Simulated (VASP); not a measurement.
# TlO2 (P-3m1) in VASP: a series of runs

The runs below take TlO2 through single point, relaxation of cell and atoms, with PBE.

Everything below comes from runs of VASP 6.6.1. Logs are shortened: lines on timing, memory, paths and dates and some standing lists are left out, and cuts for length are marked.

## 1. The cell of the first run

The structure is trigonal, space group P-3m1 (No. 164). The conventional cell has a = 4.336 Å, b = 4.336 Å, c = 3.032 Å, α = 90.00°, β = 90.00°, γ = 120.00°. Tl (site symmetry -3m) has 12 O at 2.81 to 3.06 Å and 2 Tl at 3.03 Å within 3.7 Å. Within 3.4 Å of O (site symmetry 3m) lie 5 O at 2.55 to 3.03 Å and 6 Tl at 2.81 to 3.06 Å.

## 2. Single point, PBE

INCAR

```
SYSTEM = TlO2
ALGO     = Normal         ! electronic algorithm
EDIFF    = 1E-6           ! SCF threshold, eV
ENCUT    = 520            ! plane-wave cutoff, eV
GGA      = PE             ! functional
ISIF     = 2              ! what is computed and relaxed
ISMEAR   = 0              ! smearing method
LASPH    = .True.         ! aspherical terms in the spheres
LCHARG   = .False.        ! write CHGCAR
LREAL    = .False.        ! projectors in reciprocal space
LWAVE    = .False.        ! write WAVECAR
NBANDS   = 20             ! bands
NELM     = 100            ! most SCF steps
PREC     = Accurate       ! precision mode
SIGMA    = 0.1            ! smearing width, eV
```

KPOINTS

```
k-points
0
Gamma
  6 6 6
  0 0 0
```

POSCAR

```
TlO2
1.0
    4.3356296800      0.0000000000      0.0000000000
   -2.1678148400      3.7547654400      0.0000000000
    0.0000000000      0.0000000000      3.0322754900
Tl O
1 2
Direct
    0.0000000000      0.0000000000      0.0000000000
    0.3333333300      0.6666666700      0.4199999900
    0.6666666700      0.3333333300      0.5800000100
```

Potentials or basis: VASP PAW PBE potentials, release 64 (Tl_d, O).

Run with:

```bash
$ cat potpaw_PBE.64/Tl_d/POTCAR potpaw_PBE.64/O/POTCAR > POTCAR
$ mpirun -np 1 vasp_std > vasp.out
```

OUTCAR:

```text
SYSTEM = TlO2
   EDIFF = 1E-6
   ENCUT = 520
   GGA = PE
   ISIF = 2
   ISMEAR = 0
   LASPH = .True.
   LREAL = .False.
   NELM = 100
   PREC = Accurate

 ion  position               nearest neighbor table
   1  0.000  0.000  0.000-   2 2.81   3 2.81   2 2.81   3 2.81   3 2.81   2 2.81
   2  0.333  0.667  0.420-   1 2.81   1 2.81   1 2.81
   3  0.667  0.333  0.580-   1 2.81   1 2.81   1 2.81

  LATTYP: Found a hexagonal cell.
 ALAT       =     4.3356296800
 C/A-ratio  =     0.6993852598

  Lattice vectors:

 A1 = (   4.3356296800,   0.0000000000,   0.0000000000)
 A2 = (  -2.1678148400,   3.7547654400,   0.0000000000)
 A3 = (   0.0000000000,   0.0000000000,   3.0322754900)

Analysis of symmetry for initial positions (statically):
=====================================================================
 Subroutine PRICEL returns:
 Original cell was already a primitive cell.

 Routine SETGRP: Setting up the symmetry group for a
 hexagonal supercell.

 Subroutine GETGRP returns: Found 12 space group operations
 (whereof 12 operations were pure point group operations)
 out of a pool of 24 trial point group operations.

The static configuration has the point symmetry D_3d.

Analysis of symmetry for dynamics (positions and initial velocities):
=====================================================================
 Subroutine PRICEL returns:
 Original cell was already a primitive cell.

 Routine SETGRP: Setting up the symmetry group for a
 hexagonal supercell.

 Subroutine GETGRP returns: Found 12 space group operations
 (whereof 12 operations were pure point group operations)
 out of a pool of 24 trial point group operations.

The dynamic configuration has the point symmetry D_3d.

 Subroutine INISYM returns: Found 12 space group operations
 (whereof 12 operations are pure point group operations),
 and found     1 'primitive' translations

----------------------------------------------------------------------------------------

                                     Primitive cell

  volume of cell :      49.3632

  direct lattice vectors                    reciprocal lattice vectors
     4.335629680  0.000000000  0.000000000     0.230647005  0.133164111  0.000000000
    -2.167814840  3.754765440  0.000000000     0.000000000  0.266328221  0.000000000
     0.000000000  0.000000000  3.032275490     0.000000000  0.000000000  0.329785339

  length of vectors
     4.335629680  4.335629676  3.032275490     0.266328221  0.266328221  0.329785339

  position of ions in fractional coordinates (direct lattice)
     0.000000000  0.000000000  0.000000000
     0.333333330  0.666666670  0.419999990
     0.666666670  0.333333330  0.580000010

  ion indices of the primitive-cell ions
   primitive index   ion index
                 1           1
                 2           2
                 3           3

----------------------------------------------------------------------------------------

 KPOINTS: k-points

Automatic generation of k-mesh.
 Grid dimensions read from file:
 generate k-points for:    6    6    6

 Generating k-lattice:

  Cartesian coordinates                     Fractional coordinates (reciprocal lattice)
     0.038441167  0.022194018  0.000000000     0.166666667  0.000000000  0.000000000
     0.000000000  0.044388037  0.000000000     0.000000000  0.166666667  0.000000000
     0.000000000  0.000000000  0.054964223     0.000000000  0.000000000  0.166666667

  Length of vectors
     0.044388037  0.044388037  0.054964223

  Shift w.r.t. Gamma in fractional coordinates (k-lattice)
     0.000000000  0.000000000  0.000000000

 Subroutine IBZKPT returns following result:
 ===========================================

 Found     34 irreducible k-points:

 Following reciprocal coordinates:
            Coordinates               Weight
  0.000000  0.000000  0.000000      1.000000
  0.166667 -0.000000  0.000000      6.000000
  0.333333  0.000000  0.000000      6.000000
  0.500000 -0.000000  0.000000      3.000000
  0.166667  0.166667  0.000000      6.000000
  0.333333  0.166667  0.000000     12.000000
[... 16 lines left out ...]
  0.500000 -0.000000  0.333333      6.000000
  0.166667  0.166667  0.333333     12.000000
 [... further k-points ...]
   k-points           NKPTS =     34   k-points in BZ     NKDIM =     34   number of bands    NBANDS=     20
   number of dos      NEDOS =    301   number of ions     NIONS =      3
   total plane-waves  NPLWV =  24576
   dimension x,y,z NGX =    32 NGY =   32 NGZ =   24
   dimension x,y,z NGXF=    64 NGYF=   64 NGZF=   48
   ions per type =               1   2
   NGX,Y,Z   is equivalent  to a cutoff of  12.27, 12.27, 13.16 a.u.
   NGXF,Y,Z  is equivalent  to a cutoff of  24.54, 24.54, 26.32 a.u.
 SYSTEM =  TlO2
   PREC   = accura    normal or accurate (medium, high low for compatibility)
   ISTART =      0    job   : 0-new  1-cont  2-samecut
   ICHARG =      2    charge: 1-file 2-atom 10-const
[... 36 lines left out ...]
   LRPA    =     F    only Hartree local field effects (RPA)
 non-spin polarized calculation
 Gauss-broadening in eV      SIGMA  =   0.10
  energy-cutoff  :      520.00
  volume of cell :       49.36
 maximum number of plane-waves:      1344
   NGX = 17   NGY = 17   NGZ = 11

 number of electron      24.9999998 magnetization

 Free energy of the ion-electron system (eV)
  ---------------------------------------------------
  ext. energy  EPLUGINS =         0.00000000
  ---------------------------------------------------
  free energy    TOTEN  =        -9.64319061 eV

  energy without entropy =       -9.61424548  energy(sigma->0) =       -9.62871804

 E-fermi :   2.2016     XC(G=0): -10.1820

 val. band max:        2.1955194197   @ k =   0.3333   0.3333   0.0000
 cond. band min:       2.2048937550   @ k =   0.1667   0.1667   0.1667
 fundamental gap:      0.0093743353
 Fermi energy:         2.2016253328

 k-point     1 :       0.0000    0.0000    0.0000
  band No.  band energies     occupation
      1     -14.5132      2.00000
      2     -13.0096      2.00000
      3      -8.5316      2.00000
      4      -7.6384      2.00000
      5      -7.6384      2.00000
      6      -7.4265      2.00000
[... 12 lines left out ...]
     19      17.8586      0.00000
     20      17.8586      0.00000

 k-point     2 :       0.1667   -0.0000    0.0000
  band No.  band energies     occupation
      1     -14.4187      2.00000
      2     -13.1126      2.00000
      3      -8.5307      2.00000
      4      -7.6116      2.00000
      5      -7.5861      2.00000
      6      -7.4314      2.00000
[... 12 lines left out ...]
     19      16.8076      0.00000
     20      17.8628      0.00000

 k-point     3 :       0.3333    0.0000    0.0000
  band No.  band energies     occupation
      1     -14.1761      2.00000
      2     -13.3632      2.00000
      3      -8.5302      2.00000
      4      -7.5564      2.00000
      5      -7.5001      2.00000
      6      -7.4366      2.00000
[... 12 lines left out ...]
     19      16.9188      0.00000
     20      18.0334      0.00000

 k-point     4 :       0.5000   -0.0000    0.0000
  band No.  band energies     occupation
      1     -13.9746      2.00000
      2     -13.5646      2.00000
      3      -8.5308      2.00000
      4      -7.5281      2.00000
      5      -7.4753      2.00000
      6      -7.4315      2.00000
[... 12 lines left out ...]
     19      17.6009      0.00000
     20      18.2571      0.00000

 k-point     5 :       0.1667    0.1667    0.0000
  band No.  band energies     occupation
      1     -14.2488      2.00000
      2     -13.2884      2.00000
      3      -8.5302      2.00000
      4      -7.5686      2.00000
      5      -7.5212      2.00000
      6      -7.4361      2.00000
[... 12 lines left out ...]
     19      16.0600      0.00000
     20      17.9322      0.00000
[... 353 lines left out ...]
      6      -7.5088      2.00000
[... 12 lines left out ...]
     19      18.0202      0.00000
     20      18.1610      0.00000

 k-point    22 :       0.0000    0.3333    0.3333
  band No.  band energies     occupation
      1     -13.9411      2.00000
      2     -13.1857      2.00000
      3      -7.8565      2.00000
      4      -7.7650      2.00000
      5      -7.5765      2.00000
      6      -7.4989      2.00000
[... 12 lines left out ...]
     19      16.8273      0.00000
     20      17.1957      0.00000

 k-point    23 :       0.5000   -0.0000    0.3333
  band No.  band energies     occupation
      1     -13.7898      2.00000
      2     -13.3527      2.00000
      3      -7.8627      2.00000
      4      -7.7313      2.00000
      5      -7.5612      2.00000
      6      -7.4865      2.00000
[... 12 lines left out ...]
     19      17.2675      0.00000
     20      17.7518      0.00000

 k-point    24 :       0.1667    0.1667    0.3333
  band No.  band energies     occupation
      1     -13.9882      2.00000
      2     -13.1354      2.00000
      3      -7.8383      2.00000
      4      -7.7837      2.00000
      5      -7.5733      2.00000
      6      -7.5147      2.00000
[... 12 lines left out ...]
     19      17.5407      0.00000
     20      17.8370      0.00000

 [... further k-points ...]
[... 5 lines left out ...]
  --------------------------------------------------------------------------------------
  -------------------------------------------------------------------------------------
  Total       -6.2800994     -6.2800994      1.1096676      0.0000000      0.0000000      0.0000000
  in kB     -203.8325112   -203.8325107     36.0163616      0.0000000      0.0000000      0.0000000
  external PRESSURE =    -123.8828868 kB  Pullay stress =       0.0000000 kB

 VOLUME and BASIS-vectors are now :
 -----------------------------------------------------------------------------
  energy-cutoff  :      520.00
  volume of cell :       49.36
      direct lattice vectors                 reciprocal lattice vectors
     4.335629680  0.000000000  0.000000000     0.230647005  0.133164111  0.000000000
    -2.167814840  3.754765440  0.000000000     0.000000000  0.266328221  0.000000000
     0.000000000  0.000000000  3.032275490     0.000000000  0.000000000  0.329785339

 POSITION                                       TOTAL-FORCE (eV/Angst)
 -----------------------------------------------------------------------------------
      0.00000      0.00000      0.00000        -0.000000      0.000000      0.000000
     -0.00000      2.50318      1.27356        -0.000000      0.000000     -0.292313
      2.16781      1.25159      1.75872         0.000000     -0.000000      0.292313
 -----------------------------------------------------------------------------------
    total drift:                               -0.000000     -0.000000     -0.000000

  FREE ENERGIE OF THE ION-ELECTRON SYSTEM (eV)
  ---------------------------------------------------
  free  energy   TOTEN  =        -9.6431906069 eV

  energy  without entropy=       -9.6142454779  energy(sigma->0) =       -9.62871804
```

Run time: 17 s. Hardware: 1 thread of Intel Xeon 6975P-C, shared host; peak memory 0.18 GiB.

What came out:

- Free energy: -9.6432 eV
- Pressure: -12.4 GPa
- Largest force: 0.292 eV/Å

Forces on the atoms (eV/Å):
```
Tl   0.000  0.000  0.000
O    0.000  0.000 -0.292
O    0.000  0.000  0.292
```

Stress tensor (GPa, compression positive):
```
-20.38   0.00   0.00
  0.00 -20.38   0.00
  0.00   0.00   3.60
```

Levels at points of the mesh, in eV from the Fermi level:
| k point | band 11 | band 12 | band 13 | band 14 | band 15 | band 16 |
| --- | --- | --- | --- | --- | --- | --- |
| (0.00, 0.00, 0.00) | -0.84 | -0.84 | -0.35 | 0.22 | 7.25 | 7.25 |
| (0.50, 0.00, 0.00) | -0.21 | 0.05 | 0.24 | 0.53 | 5.19 | 7.54 |
| (0.00, 0.00, 0.50) | -0.99 | -0.06 | -0.06 | 1.58 | 2.25 | 8.60 |
| (0.50, 0.00, 0.50) | -1.86 | -0.33 | 0.07 | 0.33 | 3.61 | 7.50 |

Caveat: spin-orbit coupling is left out, which moves the levels of the heavy elements; an odd number of electrons without spin polarisation forces a metal; a magnetic or distorted state may lie lower.

## 3. Single point, PBE

This run uses another cell than the first one, of 14.19 Å³/atom, 0.863 times its volume.

INCAR

```
SYSTEM = TlO2
ALGO = Normal ; EDIFF = 1E-7
ENCUT = 520 ; GGA = PE
ISIF = 2 ; ISMEAR = 0
LASPH = .TRUE. ; LCHARG = .FALSE.
LREAL = .FALSE. ; LWAVE = .FALSE.
NBANDS = 20 ; NELM = 100
PREC = Accurate ; SIGMA = 0.1
```

KPOINTS

```
k-points
0
G
  6 6 6
  0 0 0
```

POSCAR

```
TlO2
1.0
    3.5060272192      0.0000000000      0.0000000000
   -1.7530136096      3.0363086382      0.0000000000
    0.0000000000      0.0000000000      4.0001261800
Tl O
1 2
Direct
    0.0000000000      0.0000000000      0.0000000000
    0.3333333333      0.6666666667      0.2622909633
    0.6666666667      0.3333333333      0.7377090367
```

Potentials or basis: VASP PAW PBE potentials, release 64 (Tl_d, O).

Run with:

```bash
$ cat potpaw_PBE.64/Tl_d/POTCAR potpaw_PBE.64/O/POTCAR > POTCAR
$ mpirun -np 1 vasp_std > vasp.out
```

Wall time 25 s (1 thread of Intel Xeon 6975P-C, shared host); peak memory 0.18 GiB.

Results (log left out):

| Item | Value |
| --- | --- |
| Free energy | -12.3104 eV |
| Pressure | 0.1 GPa |
| Largest force | 0.022 eV/Å |

Forces in eV/Å, atoms in the order of the input:
```
Tl   0.000  0.000  0.000
O    0.000  0.000  0.022
O    0.000  0.000 -0.022
```

Levels at points of the mesh, in eV from the Fermi level:
| k point | band 9 | band 10 | band 11 | band 12 | band 13 | band 14 | band 15 | band 16 | band 17 | band 18 |
| --- | --- | --- | --- | --- | --- | --- | --- | --- | --- | --- |
| (0.00, 0.00, 0.00) | -1.20 | -1.20 | -0.49 | -0.49 | -0.02 | 0.74 | 7.13 | 11.67 | 11.67 | 14.18 |
| (0.50, 0.00, 0.00) | -2.79 | -2.50 | -1.91 | -0.43 | 0.18 | 4.16 | 7.67 | 11.30 | 12.27 | 12.68 |
| (0.00, 0.00, 0.50) | -1.85 | -1.53 | -1.53 | -0.05 | -0.05 | 3.11 | 5.61 | 11.74 | 11.74 | 15.35 |
| (0.50, 0.00, 0.50) | -3.98 | -2.11 | -0.84 | -0.55 | -0.39 | 3.97 | 6.87 | 9.64 | 12.53 | 13.04 |

Caveat: spin-orbit coupling is left out, which moves the levels of the heavy elements; an odd number of electrons without spin polarisation forces a metal; a magnetic or distorted state may lie lower.

## 4. Relaxation of cell and atoms, PBE

INCAR

```
PREC = Accurate
ENCUT = 600
EDIFF = 1E-6
ISMEAR = 0
SIGMA = 0.1
LREAL = F
LASPH = T
NELM = 100
ALGO = Normal
ISIF = 3
LWAVE = F
LCHARG = F
GGA = PE
IBRION = 2
NSW = 90
EDIFFG = -0.04
```

KPOINTS

```
regular mesh
0
Gamma
  6 6 6
```

POSCAR

```
TlO2
1.0
    4.3356296800      0.0000000000      0.0000000000
   -2.1678148400      3.7547654400      0.0000000000
    0.0000000000      0.0000000000      3.0322754900
Tl O
1 2
Direct
    0.0000000000      0.0000000000      0.0000000000
    0.3333333300      0.6666666700      0.4199999900
    0.6666666700      0.3333333300      0.5800000100
```

Run with:

```bash
$ cat potpaw_PBE.64/Tl_d/POTCAR potpaw_PBE.64/O/POTCAR > POTCAR
$ mpirun -np 1 vasp_std > vasp.out
```

Wall time 2.9 min (1 thread of Intel Xeon 6975P-C, shared host); peak memory 0.21 GiB.

The run converged. Its results:

```yaml
Free_energy: -12.2847 eV
Relaxed_volume: 13.74 Å³/atom
Relaxed_cell: a = 3.521 Å, b = 3.521 Å, c = 3.839 Å, α = 90.00°, β = 90.00°, γ = 120.00°
Space_group_after_relaxing_to_0.05_Å: P-3m1 (No. 164)
Energy_gained_by_relaxing: 880.2 meV/atom
Ionic_steps: 13
Pressure_after_relaxing: 0.1 GPa
Largest_force_after_relaxing: 0.023 eV/Å
```

Forces on the atoms (eV/Å):
```
Tl   0.000  0.000  0.000
O    0.000  0.000 -0.023
O    0.000  0.000  0.023
```

Stress tensor (GPa, compression positive):
```
0.07 0.00 0.00
0.00 0.07 0.00
0.00 0.00 0.19
```

Step by step:
```
step  energy change (eV)  largest force (eV/Å)  pressure (GPa)  volume (Å³)
   1              0.0000                0.2919          -12.42        49.36
   2             -1.1519                0.7093           -6.41        40.59
   3             -1.3304                0.9826            1.26        37.56
   4             -1.3374                1.0816            4.55        36.66
   5             -1.5306                1.3179            2.40        37.35
   6             -2.2020                1.5943           -2.06        39.10
   7             -2.0744                1.1124           12.53        41.29
   8             -2.5793                0.5434            0.82        40.12
   9             -2.5846                0.3840            1.53        40.25
  10             -2.6315                0.1850           -2.75        42.16
  11             -2.6332                0.2163           -2.07        41.83
  12             -2.6157                0.3612            4.47        40.14
  13             -2.6407                0.0233            0.11        41.22
```

Final structure:
```
Tl O
1.0
     3.52121    0.00000    0.00000
    -1.76060    3.04946    0.00000
     0.00000    0.00000    3.83920
Tl O
1 2
Direct
  0.00000 0.00000 0.00000
  0.33333 0.66667 0.26963
  0.66667 0.33333 0.73037
```

Levels at points of the mesh, in eV from the Fermi level:
```tsv
k point	band 9	band 10	band 11	band 12	band 13	band 14	band 15	band 16
(0.00, 0.00, 0.00)	-1.25	-1.25	-0.66	-0.66	-0.02	0.57	7.31	11.49
(0.50, 0.00, 0.00)	-3.00	-2.39	-1.98	-0.50	0.20	4.08	7.71	11.53
(0.00, 0.00, 0.50)	-1.99	-1.67	-1.67	-0.07	-0.07	3.22	5.50	11.60
(0.50, 0.00, 0.50)	-4.19	-2.11	-0.86	-0.71	-0.45	3.91	6.66	9.71
```

Caveat: the volume moved by over 15 % at a fixed basis, so the end points are rough; spin-orbit coupling is left out, which moves the levels of the heavy elements; an odd number of electrons without spin polarisation forces a metal; a magnetic or distorted state may lie lower.

## 5. Overview

```tsv
task	cell	cutoff (eV)	gap on the mesh (eV)	pressure (GPa)	largest force (eV/Å)
single point	a = 4.336, b = 4.336, c = 3.032 Å, angles 90.0, 90.0, 120.0°, 3 atoms	520	none	-12.4	0.29
single point	a = 3.506, b = 3.506, c = 4.000 Å, angles 90.0, 90.0, 120.0°, 3 atoms	520	none	0.1	0.02
relaxation of cell and atoms	relaxed from a = 4.336, b = 4.336, c = 3.032 Å, angles 90.0, 90.0, 120.0°, 3 atoms	600	none	0.1	0.02
```

Alike in all rows: level PBE; potentials or basis VASP PAW PBE potentials, release 64 (Tl_d, O); no spin polarisation; k mesh 6 × 6 × 6; smearing gaussian 0.1 eV.

Caveats: spin-orbit coupling is left out, which moves the levels of the heavy elements; an odd number of electrons without spin polarisation forces a metal; a magnetic or distorted state may lie lower; the volume moved by over 15 % at a fixed basis, so the end points are rough (some runs).

Absolute energies hang on the potentials; compare differences alone.
